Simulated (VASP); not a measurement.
Runs of VASP 6.6.1 on BP (ae). The structure is that of space group F-43m (No. 216), or close to it. The cells are those of the table. 

```tsv
task	cell	gap on the mesh (eV)	pressure (GPa)
single point	a = 3.184 Å, angles 60.0°, 2 atoms	1.21	5.0
single point	a = 3.216 Å, angles 60.0°, 2 atoms	1.25	-0.2
single point	a = 3.116 Å, angles 60.0°, 2 atoms	(b)	(a)
relaxation of cell and atoms	relaxed from a = 3.216 Å, angles 60.0°, 2 atoms	1.25	0.0
single point	a = 3.150 Å, angles 60.0°, 2 atoms	1.16	11.0
```

Alike in all rows: level PBE; potentials or basis VASP PAW PBE potentials, release 64 (B, P); no spin polarisation; k mesh 10 × 10 × 10; cutoff (eV) 500; smearing gaussian 0.02 eV.

**Question.** Estimate the missing entries.

**Answer.** (a) 18.0; (b) 1.12.

A k mesh can miss the band edges.
